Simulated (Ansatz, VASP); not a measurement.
Sr: VASP beside Ansatz

File POSCAR:

```
Sr
1.0
   -3.7551317423      3.7551317423      2.0474699964
    3.7551317423     -3.7551317423      2.0474699964
    3.7551317423      3.7551317423     -2.0474699964
Sr
2
Direct
    0.7500000000      0.2500000000      0.5000000000
    0.0000000000      0.0000000000      0.0000000000
```

File INCAR.step1:

```
SYSTEM = Sr
  PREC = Accurate
  ENCUT = 520
  ISMEAR = -1
  SIGMA = 0.05
  LREAL = .FALSE.
  LASPH = .TRUE.
  NELM = 80
  NBANDS = 17
  GGA = PE
  ALGO = Normal
  EDIFF = 1E-4
  LWAVE = .TRUE.
  LCHARG = .FALSE.
```

INCAR.step2

```
SYSTEM = Sr
  PREC = Accurate
  ENCUT = 520
  EDIFF = 1E-8
  ISMEAR = -1
  SIGMA = 0.05
  LREAL = .FALSE.
  LASPH = .TRUE.
  NELM = 80
  ALGO = Normal
  ISIF = 2
  LWAVE = .FALSE.
  LCHARG = .FALSE.
  METAGGA = R2SCAN
  LMIXTAU = .TRUE.
  LEFG = .TRUE.
  NBANDS = 17
  ISTART = 1
```

Contents of KPOINTS:

```
regular mesh
0
G
  12 12 12
  0 0 0
```

Input for Ansatz:

```yaml
crystal:
  lattice:
    - [-3.7551317423, 3.7551317423, 2.0474699964]
    - [3.7551317423, -3.7551317423, 2.0474699964]
    - [3.7551317423, 3.7551317423, -2.0474699964]
  atoms:
    - { symbol: Sr, position: [0.75, 0.25, 0.5] }
    - { symbol: Sr, position: [0.0, 0.0, 0.0] }
kpoints:
  mp_grid: { grid: [12, 12, 12] }
scf:
  occupations: { method: fermi_dirac, width: 0.05 }
hamiltonian:
  xc: r2scan
  pseudopotentials: { kind: paw }
output:
  forces: true
  stress: true
  eigenvalues: true
  efg: { contact_densities: true }
```

Change from the starting cell: volume scaled by 1.04, PAW files.

Alike in both runs: task electric field gradients; functional r2SCAN; k mesh 12 × 12 × 12; occupations fermi-dirac, width 0.05 eV; no spin polarisation.

|  | VASP | Ansatz |
| --- | --- | --- |
| version | VASP 6.6.1 | Ansatz 0.2.0 |
| potentials or method | VASP PAW PBE potentials, release 64 (Sr_sv) | PAW with Ansatz's default frozen-core files, scalar-relativistic |
| plane-wave cutoff (eV) | 520 | 500 |
| valence electrons in the cell | 20 | 20 |

```tsv
	VASP	Ansatz	Ansatz less VASP
pressure (GPa)	-0.3	-0.3	0.00
traceless stress, the component that is largest in VASP (GPa)	-0.12	-0.12	+0.002
size of Vzz on the site where it differs most (V/Å²)	2.4	2.3	-0.05
```

VASP's potentials were made for PBE, not for r2SCAN.
